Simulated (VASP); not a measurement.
# Ga2O3 (R-3c) in VASP: further runs, part 2 of 3

VASP 6.6.1. The steps go on from the part before.

## 5. Single point, r2SCAN (strain +1.0%)

The input, POSCAR:

```
Ga2O3
1.0
    2.5171843899      1.4532970851      4.5254452807
   -2.5171843899      1.4532970851      4.5254452807
    0.0000000000     -2.9065941703      4.5254452807
Ga O
4 6
Direct
    0.8554263242      0.8554263242      0.8554263242
    0.6445736758      0.6445736758      0.6445736758
    0.1445736758      0.1445736758      0.1445736758
    0.3554263242      0.3554263242      0.3554263242
    0.7500000000      0.4463665328      0.0536334672
    0.4463665328      0.0536334672      0.7500000000
    0.0536334672      0.7500000000      0.4463665328
    0.2500000000      0.5536334672      0.9463665328
    0.9463665328      0.2500000000      0.5536334672
    0.5536334672      0.9463665328      0.2500000000
```

The input, INCAR.step1:

```
PREC = Accurate
ENCUT = 520
ISMEAR = 0
SIGMA = 0.01
LREAL = False
LASPH = True
NELM = 80
NBANDS = 55
GGA = PE
ALGO = Normal
EDIFF = 1E-4
LWAVE = True
LCHARG = False
```

The input, INCAR.step2:

```
PREC = Accurate
ENCUT = 520
EDIFF = 1E-6
ISMEAR = 0
SIGMA = 0.01
LREAL = False
LASPH = True
NELM = 80
ALGO = Normal
ISIF = 2
LWAVE = False
LCHARG = True
METAGGA = R2SCAN
LMIXTAU = True
LELF = True
LVHAR = True
NBANDS = 55
ISTART = 1
```

The input, KPOINTS:

```
Automatic mesh
0
Gamma
  6 6 6
```

Potentials or basis: VASP PAW PBE potentials, release 64 (Ga_d, O).

On the command line:

```bash
> cat potpaw_PBE.64/Ga_d/POTCAR potpaw_PBE.64/O/POTCAR > POTCAR
> cp INCAR.step1 INCAR
> mpirun -np 1 vasp_std > vasp.out
> cp INCAR.step2 INCAR
> mpirun -np 1 vasp_std > vasp.out
```

OUTCAR:

```text
PREC = Accurate
   ENCUT = 520
   EDIFF = 1E-6
   ISMEAR = 0
   LREAL = False
   LASPH = True
   NELM = 80
   ISIF = 2
   METAGGA = R2SCAN
   ISTART = 1

 ion  position               nearest neighbor table
   1  0.855  0.855  0.855-   8 1.94   9 1.94  10 1.94   6 2.09   5 2.09   7 2.09   2 2.86
   2  0.645  0.645  0.645-   9 1.94   8 1.94  10 1.94   6 2.09   7 2.09   5 2.09   1 2.86
   3  0.145  0.145  0.145-   5 1.94   7 1.94   6 1.94  10 2.09   8 2.09   9 2.09   4 2.86
   4  0.355  0.355  0.355-   7 1.94   5 1.94   6 1.94  10 2.09   9 2.09   8 2.09   3 2.86
[... 1617 lines left out ...]
  in kB      -49.9718701    -49.9718701    -48.0423522     -0.0000000      0.0000000      0.0000000
  external PRESSURE =     -49.3286975 kB  Pullay stress =       0.0000000 kB

 VOLUME and BASIS-vectors are now :
 -----------------------------------------------------------------------------
  energy-cutoff  :      520.00
  volume of cell :       99.33
      direct lattice vectors                 reciprocal lattice vectors
     2.517184390  1.453297085  4.525445281     0.198634634  0.114681759  0.073657577
    -2.517184390  1.453297085  4.525445281    -0.198634634  0.114681759  0.073657577
     0.000000000 -2.906594170  4.525445281     0.000000000 -0.229363519  0.073657577

 POSITION                                       TOTAL-FORCE (eV/Angst)
 -----------------------------------------------------------------------------------
      0.00000     -0.00000     11.61356         0.000000      0.000000     -0.036680
      0.00000     -0.00000      8.75095         0.000000     -0.000000      0.036680
      0.00000     -0.00000      1.96278         0.000000     -0.000000      0.036680
      0.00000     -0.00000      4.82539         0.000000      0.000000     -0.036680
      0.76430      1.58279      5.65681        -0.019718      0.034153      0.000000
      0.98858     -1.45330      5.65681         0.039436      0.000000      0.000000
     -1.75288     -0.12949      5.65681        -0.019718     -0.034153      0.000000
     -0.76430     -1.58279      7.91953         0.019718     -0.034153      0.000000
      1.75288      0.12949      7.91953         0.019718      0.034153      0.000000
     -0.98858      1.45330      7.91953        -0.039436      0.000000      0.000000
 -----------------------------------------------------------------------------------
    total drift:                               -0.000000      0.000000      0.000000

  FREE ENERGIE OF THE ION-ELECTRON SYSTEM (eV)
  ---------------------------------------------------
  free  energy   TOTEN  =      -102.3022816045 eV

  energy  without entropy=     -102.3022816045  energy(sigma->0) =     -102.30228160
```

OUTCAR.step1:

```text
PREC = Accurate
   ENCUT = 520
   ISMEAR = 0
   LREAL = False
   LASPH = True
[... 1646 lines left out ...]
     -1.75288     -0.12949      5.65681        -0.015428     -0.026723     -0.000000
     -0.76430     -1.58279      7.91953         0.015428     -0.026723     -0.000000
      1.75288      0.12949      7.91953         0.015428      0.026723     -0.000000
     -0.98858      1.45330      7.91953        -0.030857     -0.000000     -0.000000
 -----------------------------------------------------------------------------------
    total drift:                               -0.000000      0.000000      0.000000

  FREE ENERGIE OF THE ION-ELECTRON SYSTEM (eV)
  ---------------------------------------------------
  free  energy   TOTEN  =       -59.3726841634 eV

  energy  without entropy=      -59.3726841634  energy(sigma->0) =      -59.37268416
```

Run time: 16 min. Hardware: 1 thread of Oxide Virtual Turin-like, shared host; peak memory 0.29 GiB.

What came out:

```
Free energy            : -102.3023 eV
Pressure               : -4.9 GPa
Largest force          : 0.039 eV/Å
Band gap on the k mesh : 3.21 eV (least direct gap 3.46 eV)
```

Forces on the atoms (eV/Å):
```
Ga   0.000  0.000 -0.037
Ga   0.000  0.000  0.037
Ga   0.000  0.000  0.037
Ga   0.000  0.000 -0.037
O   -0.020  0.034  0.000
O    0.039  0.000  0.000
O   -0.020 -0.034  0.000
O    0.020 -0.034  0.000
O    0.020  0.034  0.000
O   -0.039  0.000  0.000
```

Stress tensor (GPa, compression positive):
```
-5.00  0.00  0.00
 0.00 -5.00  0.00
 0.00  0.00 -4.80
```

Levels at points of the mesh, in eV from the valence-band top:
```
           k point  band 40  band 41  band 42  band 43  band 44  band 45  band 46  band 47  band 48  band 49
(0.00, 0.00, 0.00)    -0.31    -0.31    -0.31    -0.24    -0.24     3.21     7.20     7.44     9.47    10.85
(0.50, 0.00, 0.00)    -1.17    -0.96    -0.96    -0.15    -0.15     6.89     6.89     7.25     7.25    10.55
(0.50, 0.50, 0.00)    -0.99    -0.84    -0.69    -0.26    -0.14     7.02     7.23     8.14     8.22     9.40
(0.50, 0.50, 0.50)    -1.45    -0.29    -0.29    -0.29    -0.29     6.32     6.32     8.42     8.42    10.09
```

Caveat: the cell differs from its parent crystal (strain +1.0%); the cell stands under tension; the PAW data sets were made with another functional, which shifts forces and pressure a little. A k mesh can miss the band edges.

## 6. Single point, r2SCAN (strain +2.0%)

The input, POSCAR:

```
Ga2O3
1.0
    2.5421070077      1.4676861652      4.5702516696
   -2.5421070077      1.4676861652      4.5702516696
    0.0000000000     -2.9353723304      4.5702516696
Ga O
4 6
Direct
    0.8554622400      0.8554622400      0.8554622400
    0.6445377600      0.6445377600      0.6445377600
    0.1445377600      0.1445377600      0.1445377600
    0.3554622400      0.3554622400      0.3554622400
    0.7500000000      0.4464576576      0.0535423424
    0.4464576576      0.0535423424      0.7500000000
    0.0535423424      0.7500000000      0.4464576576
    0.2500000000      0.5535423424      0.9464576576
    0.9464576576      0.2500000000      0.5535423424
    0.5535423424      0.9464576576      0.2500000000
```

The input, INCAR.step1:

```
PREC = Accurate
ENCUT = 520
ISMEAR = 0
SIGMA = 0.01
LREAL = F
LASPH = T
NELM = 80
NBANDS = 55
GGA = PE
ALGO = Normal
EDIFF = 1E-4
LWAVE = T
LCHARG = F
```

The input, INCAR.step2:

```
PREC = Accurate
ENCUT = 520
EDIFF = 1E-7
ISMEAR = 0
SIGMA = 0.01
LREAL = F
LASPH = T
NELM = 80
ALGO = Normal
ISIF = 2
LWAVE = F
LCHARG = T
METAGGA = R2SCAN
LMIXTAU = T
LELF = T
LVHAR = T
NBANDS = 55
ISTART = 1
```

The input, KPOINTS:

```
regular mesh
0
Gamma
  6 6 6
```

Potentials or basis: VASP PAW PBE potentials, release 64 (Ga_d, O).

On the command line:

```bash
> cat potpaw_PBE.64/Ga_d/POTCAR potpaw_PBE.64/O/POTCAR > POTCAR
> cp INCAR.step1 INCAR
> mpirun -np 1 vasp_std > vasp.out
> cp INCAR.step2 INCAR
> mpirun -np 1 vasp_std > vasp.out
```

OUTCAR:

```text
PREC = Accurate
   ENCUT = 520
   EDIFF = 1E-7
   ISMEAR = 0
   LREAL = F
   LASPH = T
   NELM = 80
   ISIF = 2
   METAGGA = R2SCAN
   ISTART = 1

 ion  position               nearest neighbor table
   1  0.855  0.855  0.855-   9 1.96  10 1.96   8 1.96   5 2.11   7 2.11   6 2.11   2 2.89
   2  0.645  0.645  0.645-   8 1.96  10 1.96   9 1.96   7 2.11   5 2.11   6 2.11   1 2.89
   3  0.145  0.145  0.145-   7 1.96   6 1.96   5 1.96   8 2.11   9 2.11  10 2.11   4 2.89
   4  0.355  0.355  0.355-   5 1.96   6 1.96   7 1.96   9 2.11   8 2.11  10 2.11   3 2.89
   5  0.750  0.446  0.054-   4 1.96   3 1.96   1 2.11   2 2.11
   6  0.446  0.054  0.750-   3 1.96   4 1.96   1 2.11   2 2.11
   7  0.054  0.750  0.446-   3 1.96   4 1.96   2 2.11   1 2.11
   8  0.250  0.554  0.946-   2 1.96   1 1.96   3 2.11   4 2.11
   9  0.946  0.250  0.554-   1 1.96   2 1.96   4 2.11   3 2.11
  10  0.554  0.946  0.250-   1 1.96   2 1.96   3 2.11   4 2.11

  LATTYP: Found a trigonal (rhomboedric) cell.
 ALAT       =     5.4317226588
 COS(alpha) =     0.5619310443

  Lattice vectors:

 A1 = (   2.5421070077,   1.4676861652,   4.5702516696)
[... 205 lines left out ...]
      2     -14.1874      2.00000
      3     -14.1825      2.00000
      4     -14.1825      2.00000
      5     -14.1608      2.00000
      6     -14.1608      2.00000
[... 1381 lines left out ...]
     54      16.0577      0.00000
     55      16.3497      0.00000

 [... further k-points ...]

------------------------ aborting loop because EDIFF is reached ----------------------------------------

  FORCE on cell =-STRESS in cart. coord.  units (eV):
  Direction    XX          YY          ZZ          XY          YZ          ZX
  --------------------------------------------------------------------------------------
  -------------------------------------------------------------------------------------
  Total       -7.1399364     -7.1399364     -6.5199208      0.0000000      0.0000000      0.0000000
  in kB     -111.8115155   -111.8115155   -102.1020602      0.0000000      0.0000000      0.0000000
  external PRESSURE =    -108.5750304 kB  Pullay stress =       0.0000000 kB

 VOLUME and BASIS-vectors are now :
 -----------------------------------------------------------------------------
  energy-cutoff  :      520.00
  volume of cell :      102.31
      direct lattice vectors                 reciprocal lattice vectors
     2.542107008  1.467686165  4.570251670     0.196687236  0.113557428  0.072935444
    -2.542107008  1.467686165  4.570251670    -0.196687236  0.113557428  0.072935444
     0.000000000 -2.935372330  4.570251670     0.000000000 -0.227114857  0.072935444

 POSITION                                       TOTAL-FORCE (eV/Angst)
 -----------------------------------------------------------------------------------
      0.00000      0.00000     11.72903         0.000000      0.000000     -0.036483
      0.00000      0.00000      8.83710         0.000000     -0.000000      0.036483
      0.00000      0.00000      1.98172         0.000000      0.000000      0.036483
      0.00000      0.00000      4.87366         0.000000     -0.000000     -0.036483
      0.77164      1.59886      5.71281        -0.015717      0.027222     -0.000000
      0.99883     -1.46769      5.71281         0.031433     -0.000000     -0.000000
     -1.77047     -0.13117      5.71281        -0.015717     -0.027222     -0.000000
     -0.77164     -1.59886      7.99794         0.015717     -0.027222     -0.000000
      1.77047      0.13117      7.99794         0.015717      0.027222     -0.000000
     -0.99883      1.46769      7.99794        -0.031433     -0.000000     -0.000000
 -----------------------------------------------------------------------------------
    total drift:                               -0.000000      0.000000     -0.000000

  FREE ENERGIE OF THE ION-ELECTRON SYSTEM (eV)
  ---------------------------------------------------
  free  energy   TOTEN  =      -102.1562862444 eV

  energy  without entropy=     -102.1562862444  energy(sigma->0) =     -102.15628624
```

Run time: 17 min. Hardware: 1 thread of Oxide Virtual Turin-like, shared host; peak memory 0.3 GiB.

What came out:

```
Free energy            : -102.1563 eV
Pressure               : -10.9 GPa
Largest force          : 0.036 eV/Å
Band gap on the k mesh : 2.89 eV (least direct gap 3.12 eV)
```

Forces on the atoms (eV/Å):
```
Ga   0.000  0.000 -0.036
Ga   0.000  0.000  0.036
Ga   0.000  0.000  0.036
Ga   0.000  0.000 -0.036
O   -0.016  0.027  0.000
O    0.031  0.000  0.000
O   -0.016 -0.027  0.000
O    0.016 -0.027  0.000
O    0.016  0.027  0.000
O   -0.031  0.000  0.000
```

Stress tensor (GPa, compression positive):
```
-11.18   0.00   0.00
  0.00 -11.18   0.00
  0.00   0.00 -10.21
```

Levels at points of the mesh, in eV from the valence-band top:
| k point | band 42 | band 43 | band 44 | band 45 | band 46 | band 47 |
| --- | --- | --- | --- | --- | --- | --- |
| (0.00, 0.00, 0.00) | -0.30 | -0.23 | -0.23 | 2.89 | 6.90 | 7.22 |
| (0.50, 0.00, 0.00) | -0.92 | -0.15 | -0.15 | 6.58 | 6.58 | 6.97 |
| (0.50, 0.50, 0.00) | -0.69 | -0.26 | -0.15 | 6.69 | 6.91 | 7.85 |
| (0.50, 0.50, 0.50) | -0.29 | -0.29 | -0.29 | 6.02 | 6.02 | 8.11 |

Caveat: the cell differs from its parent crystal (strain +2.0%); the cell stands under tension; the PAW data sets were made with another functional, which shifts forces and pressure a little.

(Continued in part 3 of 3.)
